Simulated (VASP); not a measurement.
InP2N3, 6 atoms in the cell. It takes space group P6/mmm (No. 191, hexagonal). Conventional cell: a = 5.330 Å, b = 5.330 Å, c = 2.640 Å, α = 90.00°, β = 90.00°, γ = 120.00°. Within 3.5 Å of In (site symmetry 6/mmm) lie 2 In at 2.64 Å and 12 N at 2.97 Å and 6 P at 3.08 Å. P (site symmetry -6m2) has 6 N at 2.03 Å and 2 P at 2.64 Å within 2.7 Å. Within 2.7 Å of N (site symmetry mmm) lie 4 P at 2.03 Å and 6 N at 2.64 to 2.66 Å. The cell was built from a structure type or drawn by symmetry, and may not be a known phase.

- Program: VASP 6.6.1
- Task: single point
- Functional: PBE
- Potentials or basis: VASP PAW PBE potentials, release 64 (In_d, P, N)
- Cutoff: 520 eV
- k mesh: 6 × 6 × 6
- Occupations: gaussian, width 0.1 eV
- Spin: collinear spin, ferromagnetic start
- Starting moments: [0.0, 0.0, 0.0, 1.0, 1.0, 1.0] μB
- Dipole correction: no
- Further INCAR settings: ALGO = Normal; EDIFF = 1e-06; NBANDS = 32

Potentials or basis: VASP PAW PBE potentials, release 64 (In_d, P, N).

The run is started by

```console
$ cat potpaw_PBE.64/In_d/POTCAR potpaw_PBE.64/P/POTCAR potpaw_PBE.64/N/POTCAR > POTCAR
$ mpirun -np 1 vasp_std > vasp.out
```

Hardware: 1 thread of Intel Xeon 8259CL (shared host).

How long does it take, and how much memory?

It took 2.7 min on 1 thread of Intel Xeon 8259CL (shared host), peak memory 0.26 GiB. Counts: scf iterations 14, k points 28.
